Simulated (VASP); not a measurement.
# W (I4/mmm) in VASP: further runs

The runs below take W through single point, with PBEsol.

Everything below comes from runs of VASP 6.6.1. Logs are shortened: lines on timing, memory, paths and dates and some standing lists are left out, and cuts for length are marked.

**1. The cell of the first run**

Symmetry: I4/mmm, No. 139, tetragonal system. Conventional cell: a = 2.912 Å, b = 2.912 Å, c = 3.878 Å, α = 90.00°, β = 90.00°, γ = 90.00°. Within 3.7 Å of W (site symmetry 4/mmm) lie 12 W at 2.83 to 2.91 Å.

**2. Single point, PBEsol (strain +0.030 along x and y, -0.030 along z)**

Input file INCAR:

```
PREC     = Accurate       # precision mode
ENCUT    = 520            # plane-wave cutoff, eV
EDIFF    = 1E-6           # SCF threshold, eV
ISMEAR   = 0              # smearing method
SIGMA    = 0.15           # smearing width, eV
LREAL    = F              # projectors in reciprocal space
LASPH    = T              # aspherical terms in the spheres
NELM     = 80             # most SCF steps
ALGO     = Fast           # electronic algorithm
ISIF     = 2              # what is computed and relaxed
LWAVE    = F              # write WAVECAR
LCHARG   = F              # write CHGCAR
GGA      = PS             # functional
NBANDS   = 13             # bands
```

Input file KPOINTS:

```
regular mesh
0
Gamma
  26 26 26
```

Input file POSCAR:

```
W
1.0
    0.0000000000      2.0589656399      1.9390258939
    2.0589656399      0.0000000000      1.9390258939
    2.0589656399      2.0589656399      0.0000000000
W
1
Direct
    0.0000000000      0.0000000000      0.0000000000
```

Potentials or basis: VASP PAW PBE potentials, release 64 (W_sv).

On the command line:

```bash
cat potpaw_PBE.64/W_sv/POTCAR > POTCAR
mpirun -np 1 vasp_std > vasp.out
```

OUTCAR:

```text
PREC = Accurate
   ENCUT = 520
   EDIFF = 1E-6
   ISMEAR = 0
   LREAL = F
   LASPH = T
   NELM = 80
   ISIF = 2
   GGA = PS

 ion  position               nearest neighbor table
   1  0.000  0.000  0.000-

  LATTYP: Found a body centered tetragonal cell.
 ALAT       =     2.9118171324
 C/A-ratio  =     1.3318321898

  Lattice vectors:

 A1 = (   0.0000000000,  -2.0589656399,  -1.9390258939)
 A2 = (   0.0000000000,   2.0589656399,  -1.9390258939)
 A3 = (   2.0589656399,   0.0000000000,   1.9390258939)

Analysis of symmetry for initial positions (statically):
=====================================================================
 Subroutine PRICEL returns:
 Original cell was already a primitive cell.

 Routine SETGRP: Setting up the symmetry group for a
 body centered tetragonal supercell.

 Subroutine GETGRP returns: Found 16 space group operations
 (whereof 16 operations were pure point group operations)
 out of a pool of 16 trial point group operations.

The static configuration has the point symmetry D_4h.

Analysis of symmetry for dynamics (positions and initial velocities):
=====================================================================
 Subroutine PRICEL returns:
 Original cell was already a primitive cell.

 Routine SETGRP: Setting up the symmetry group for a
 body centered tetragonal supercell.

 Subroutine GETGRP returns: Found 16 space group operations
 (whereof 16 operations were pure point group operations)
 out of a pool of 16 trial point group operations.

The dynamic configuration has the point symmetry D_4h.

 Subroutine INISYM returns: Found 16 space group operations
 (whereof 16 operations are pure point group operations),
 and found     1 'primitive' translations

----------------------------------------------------------------------------------------

                                     Primitive cell

  volume of cell :      16.4404

  direct lattice vectors                    reciprocal lattice vectors
     0.000000000  2.058965640  1.939025894    -0.242840381  0.242840381  0.257861435
     2.058965640  0.000000000  1.939025894     0.242840381 -0.242840381  0.257861435
     2.058965640  2.058965640  0.000000000     0.242840381  0.242840381 -0.257861435

  length of vectors
     2.828278792  2.828278792  2.911817132     0.429459452  0.429459452  0.429459452

  position of ions in fractional coordinates (direct lattice)
     0.000000000  0.000000000  0.000000000

  ion indices of the primitive-cell ions
   primitive index   ion index
                 1           1

----------------------------------------------------------------------------------------

 KPOINTS: regular mesh

Automatic generation of k-mesh.
 Grid dimensions read from file:
 generate k-points for:   26   26   26

 Generating k-lattice:

  Cartesian coordinates                     Fractional coordinates (reciprocal lattice)
    -0.009340015  0.009340015  0.009917748     0.038461538  0.000000000  0.000000000
     0.009340015 -0.009340015  0.009917748     0.000000000  0.038461538  0.000000000
     0.009340015  0.009340015 -0.009917748     0.000000000  0.000000000  0.038461538

  Length of vectors
     0.016517671  0.016517671  0.016517671

  Shift w.r.t. Gamma in fractional coordinates (k-lattice)
     0.000000000  0.000000000  0.000000000

 Subroutine IBZKPT returns following result:
 ===========================================

 Found   1330 irreducible k-points:

 Following reciprocal coordinates:
            Coordinates               Weight
  0.000000  0.000000  0.000000      1.000000
  0.038462  0.000000  0.000000      8.000000
  0.076923  0.000000  0.000000      8.000000
  0.115385  0.000000  0.000000      8.000000
  0.153846  0.000000  0.000000      8.000000
  0.192308  0.000000  0.000000      8.000000
[... 16 lines left out ...]
  0.346154  0.038462  0.000000      8.000000
  0.384615  0.038462  0.000000      8.000000
 [... further k-points ...]
   k-points           NKPTS =   1330   k-points in BZ     NKDIM =   1330   number of bands    NBANDS=     13
   number of dos      NEDOS =    301   number of ions     NIONS =      1
   total plane-waves  NPLWV =  13824
   dimension x,y,z NGX =    24 NGY =   24 NGZ =   24
   dimension x,y,z NGXF=    48 NGYF=   48 NGZF=   48
   ions per type =               1
   NGX,Y,Z   is equivalent  to a cutoff of  14.11, 14.11, 13.70 a.u.
   NGXF,Y,Z  is equivalent  to a cutoff of  28.21, 28.21, 27.40 a.u.
 SYSTEM =  unknown system
   PREC   = accura    normal or accurate (medium, high low for compatibility)
   ISTART =      0    job   : 0-new  1-cont  2-samecut
   ICHARG =      2    charge: 1-file 2-atom 10-const
   ISPIN  =      1    spin polarized calculation?
   LNONCOLLINEAR =      F non collinear calculations
   LSORBIT =      F    spin-orbit coupling
   LASPH  =      T    aspherical Exc in radial PAW
   ENCUT  =  520.0 eV  38.22 Ry    6.18 a.u.   5.26  5.26  5.41*2*pi/ulx,y,z
   NELM   =     80;   NELMIN=  2; NELMDL= -5     # of ELM steps
   EDIFF  = 0.1E-05   stopping-criterion for ELM
   LREAL  =      F    real-space projection
   EDIFFG = 0.1E-04   stopping-criterion for IOM
   NSW    =      0    number of steps for IOM
   IBRION =     -1    ionic relax: 0-MD 1-quasi-New 2-CG
   NFREE  =      0    steps in history (QN), initial steepest desc. (CG)
   ISIF   =      2    stress and relaxation
   ISYM   =      2    0-nonsym 1-usesym 2-fastsym
   POTIM  = 0.5000    time-step for ionic-motion
   TEBEG  =    0.0;   TEEND  =   0.0 temperature during run
   PSTRESS=    0.0 pullay stress
   NELECT =      14.0000    total number of electrons
   NUPDOWN=      -1.0000    fix difference up-down
   EMIN   =  10.00;   EMAX   =-10.00  energy-range for DOS
   EFERMI =   0.00;   METHOD = LEGACY
   ISMEAR =     0;   SIGMA  =   0.15  broadening in eV -4-tet -1-fermi 0-gaus
   EFERMI_NEDOS =   21; number of points for ismear=-14 and -15
   IALGO  =     68    algorithm
   IMIX   =      4    mixing-type and parameters
     AMIX     =   0.40;   BMIX     =  1.00
     AMIX_MAG =   1.60;   BMIX_MAG =  1.00
  volume/ion in A,a.u.               =      16.44       110.95
  Fermi-wavevector in a.u.,A,eV,Ry     =   1.551721  2.932327 32.760616  2.407837
  Thomas-Fermi vector in A             =   2.656199
   LORBIT       =      0    0 simple, 1 ext, 2 COOP (PROOUT), +10 PAW based schemes
   GGA     = PS    functional components
   LHFCALC =     F    Hartree Fock is set to
   AEXX    =    0.0000 exact exchange contribution
   IVDW    =     0    specifies the selected vdW correction
   LEPSILON=     F    determine dielectric tensor
   LRPA    =     F    only Hartree local field effects (RPA)
 non-spin polarized calculation
 RMM-DIIS sequential band-by-band and
 Gauss-broadening in eV      SIGMA  =   0.15
  energy-cutoff  :      520.00
  volume of cell :       16.44
 maximum number of plane-waves:       457
 NGX is ok and might be reduce to    24
   NGX = 11   NGY = 11   NGZ = 11

 number of electron      14.0000001 magnetization

 Free energy of the ion-electron system (eV)
  ---------------------------------------------------
  ext. energy  EPLUGINS =         0.00000000
  ---------------------------------------------------
  free energy    TOTEN  =       -13.34454051 eV

  energy without entropy =      -13.33236086  energy(sigma->0) =      -13.33845069

 E-fermi :  10.3883     XC(G=0): -13.5473

 val. band max:       10.3862466440   @ k =   0.1154   0.0385   0.0769
 cond. band min:      10.3884015653   @ k =   0.4615   0.0769   0.3846
 fundamental gap:      0.0021549213
 Fermi energy:        10.3882758498

 k-point     1 :       0.0000    0.0000    0.0000
  band No.  band energies     occupation
      1     -63.3547      2.00000
      2     -26.9914      2.00000
      3     -26.9914      2.00000
      4     -26.9579      2.00000
      5       1.2991      2.00000
      6       9.5046      2.00000
      7       9.5046      2.00000
      8      10.2661      1.75052
      9      12.2522      0.00000
     10      13.3390      0.00000
     11      23.1781      0.00000
     12      27.6491      0.00000
     13      27.6491      0.00000

 k-point     2 :       0.0385    0.0000    0.0000
  band No.  band energies     occupation
      1     -63.3531      2.00000
      2     -27.0046      2.00000
      3     -26.9944      2.00000
      4     -26.9642      2.00000
      5       1.3647      2.00000
      6       9.4865      2.00000
      7       9.5350      2.00000
      8      10.2627      1.76353
      9      12.2311      0.00000
     10      13.3028      0.00000
     11      23.3112      0.00000
     12      27.5356      0.00000
     13      27.7677      0.00000

 k-point     3 :       0.0769    0.0000    0.0000
  band No.  band energies     occupation
      1     -63.3486      2.00000
      2     -27.0523      2.00000
      3     -27.0031      2.00000
      4     -26.9734      2.00000
      5       1.5581      2.00000
      6       9.4150      2.00000
      7       9.6187      2.00000
      8      10.2762      1.70934
      9      12.1793      0.00000
     10      13.2041      0.00000
     11      23.6918      0.00000
     12      27.1085      0.00000
     13      28.1178      0.00000

 k-point     4 :       0.1154    0.0000    0.0000
  band No.  band energies     occupation
      1     -63.3414      2.00000
      2     -27.1338      2.00000
      3     -27.0172      2.00000
      4     -26.9825      2.00000
      5       1.8692      2.00000
      6       9.2709      2.00000
      7       9.7320      2.00000
      8      10.3411      1.34376
      9      12.1314      0.00000
     10      13.0715      0.00000
     11      24.2510      0.00000
     12      26.4461      0.00000
     13      28.6842      0.00000

 k-point     5 :       0.1538    0.0000    0.0000
  band No.  band energies     occupation
      1     -63.3318      2.00000
      2     -27.2415      2.00000
      3     -27.0356      2.00000
      4     -26.9928      2.00000
      5       2.2797      2.00000
      6       9.0777      2.00000
      7       9.8326      2.00000
      8      10.4477      0.57518
      9      12.1439      0.00000
     10      12.9501      0.00000
     11      24.7172      0.00000
     12      25.9474      0.00000
     13      29.4449      0.00000
[... 257 lines left out ...]
 k-point    22 :       0.3077    0.0385    0.0000
  band No.  band energies     occupation
      1     -63.2848      2.00000
      2     -27.7391      2.00000
      3     -27.1377      2.00000
      4     -27.0376      2.00000
      5       4.1158      2.00000
      6       8.7961      2.00000
      7       9.6575      2.00000
      8      10.4435      0.60273
      9      13.1571      0.00000
     10      13.6802      0.00000
     11      22.7019      0.00000
     12      26.8352      0.00000
     13      32.3377      0.00000

 k-point    23 :       0.3462    0.0385    0.0000
  band No.  band energies     occupation
      1     -63.2731      2.00000
      2     -27.8607      2.00000
      3     -27.1584      2.00000
      4     -27.0505      2.00000
      5       4.4289      2.00000
      6       9.0928      2.00000
      7       9.5054      2.00000
      8      10.2965      1.61328
      9      13.6022      0.00000
     10      14.2278      0.00000
     11      22.1556      0.00000
     12      25.8701      0.00000
     13      31.3731      0.00000

 k-point    24 :       0.3846    0.0385    0.0000
  band No.  band energies     occupation
      1     -63.2630      2.00000
      2     -27.9642      2.00000
      3     -27.1756      2.00000
      4     -27.0626      2.00000
      5       4.6153      2.00000
      6       9.3623      2.00000
      7       9.5556      2.00000
      8      10.1474      1.97686
      9      14.0839      0.00000
     10      14.7629      0.00000
     11      21.6577      0.00000
     12      24.7584      0.00000
     13      30.2455      0.00000

 [... further k-points ...]
[... 5 lines left out ...]
  --------------------------------------------------------------------------------------
  -------------------------------------------------------------------------------------
  Total       -0.1880795     -0.1880795     -2.0023465      0.0000000     -0.0000000     -0.0000000
  in kB      -18.3290654    -18.3290654   -195.1362732      0.0000000     -0.0000000     -0.0000000
  external PRESSURE =     -77.2648013 kB  Pullay stress =       0.0000000 kB

 VOLUME and BASIS-vectors are now :
 -----------------------------------------------------------------------------
  energy-cutoff  :      520.00
  volume of cell :       16.44
      direct lattice vectors                 reciprocal lattice vectors
     0.000000000  2.058965640  1.939025894    -0.242840381  0.242840381  0.257861435
     2.058965640  0.000000000  1.939025894     0.242840381 -0.242840381  0.257861435
     2.058965640  2.058965640  0.000000000     0.242840381  0.242840381 -0.257861435

 POSITION                                       TOTAL-FORCE (eV/Angst)
 -----------------------------------------------------------------------------------
      0.00000      0.00000      0.00000         0.000000      0.000000      0.000000
 -----------------------------------------------------------------------------------
    total drift:                               -0.000000     -0.000000     -0.000000

  FREE ENERGIE OF THE ION-ELECTRON SYSTEM (eV)
  ---------------------------------------------------
  free  energy   TOTEN  =       -13.3445405122 eV

  energy  without entropy=      -13.3323608593  energy(sigma->0) =      -13.33845069
```

It took 5 min on 1 thread of AMD EPYC 7R43 (Zen 3), shared host; peak memory 0.33 GiB.

What came out:

- Free energy: -13.3445 eV
- Pressure: -7.7 GPa
- Band gap on the k mesh: zero (band 7 reaches 14.17 eV, above the bottom of band 8 at 9.77 eV)

Levels at points of the mesh, in eV from the Fermi level:
```csv
k point,band 4,band 5,band 6,band 7,band 8,band 9,band 10,band 11
"(0.00, 0.00, 0.00)",-37.35,-9.09,-0.88,-0.88,-0.12,1.86,2.95,12.79
"(0.50, 0.00, 0.00)",-37.46,-5.70,-1.33,-0.41,0.56,4.64,5.21,10.19
"(0.50, 0.50, 0.00)",-37.87,-5.53,-4.71,3.78,4.85,5.69,5.69,11.02
"(0.50, 0.00, 0.50)",-37.69,-5.60,-4.52,2.57,4.82,5.20,6.05,11.50
```

Caveat: the cell differs from its parent crystal (strain +0.030 along x and y, -0.030 along z); the PAW data sets were made with another functional, which shifts forces and pressure a little; spin-orbit coupling is left out, which moves the levels of the heavy elements.

**3. Single point, PBEsol (strain +0.030 along x and y, -0.015 along z)**

Input file INCAR:

```
SYSTEM = W
ALGO = Fast ; EDIFF = 1E-7
ENCUT = 520 ; GGA = PS
ISIF = 2 ; ISMEAR = 0
LASPH = .True. ; LCHARG = .True.
LELF = .True. ; LREAL = .False.
LVHAR = .True. ; LWAVE = .False.
NBANDS = 13 ; NELM = 100
PREC = Accurate ; SIGMA = 0.15
```

Input file KPOINTS:

```
k-points
0
Gamma
  26 26 26
  0 0 0
```

Input file POSCAR:

```
W
1.0
    0.0000000000      2.0589656399      1.9690108304
    2.0589656399      0.0000000000      1.9690108304
    2.0589656399      2.0589656399      0.0000000000
W
1
Direct
    0.0000000000      0.0000000000      0.0000000000
```

Potentials or basis: VASP PAW PBE potentials, release 64 (W_sv).

On the command line:

```bash
cat potpaw_PBE.64/W_sv/POTCAR > POTCAR
mpirun -np 1 vasp_std > vasp.out
```

Wall time 6.4 min (1 thread of AMD EPYC 7R43 (Zen 3), shared host); peak memory 0.34 GiB.

Results (log left out):

- Free energy: -13.3127 eV
- Pressure: -11.7 GPa
- Band gap on the k mesh: zero (band 7 reaches 13.66 eV, above the bottom of band 8 at 9.57 eV)

Stress tensor (GPa, compression positive):
```
 -7.19   0.00   0.00
  0.00  -7.19   0.00
  0.00   0.00 -20.73
```

Levels at points of the mesh, in eV from the Fermi level:
| k point | band 4 | band 5 | band 6 | band 7 | band 8 | band 9 | band 10 | band 11 |
| --- | --- | --- | --- | --- | --- | --- | --- | --- |
| (0.00, 0.00, 0.00) | -37.35 | -8.97 | -0.77 | -0.77 | -0.21 | 2.01 | 2.82 | 12.78 |
| (0.50, 0.00, 0.00) | -37.48 | -5.57 | -1.14 | -0.48 | 0.55 | 4.66 | 5.07 | 9.98 |
| (0.50, 0.50, 0.00) | -37.83 | -5.40 | -4.55 | 3.51 | 4.79 | 5.61 | 5.61 | 11.09 |
| (0.50, 0.00, 0.50) | -37.70 | -5.45 | -4.41 | 2.63 | 4.79 | 5.24 | 5.88 | 11.45 |

Caveat: the cell differs from its parent crystal (strain +0.030 along x and y, -0.015 along z); the PAW data sets were made with another functional, which shifts forces and pressure a little; spin-orbit coupling is left out, which moves the levels of the heavy elements.
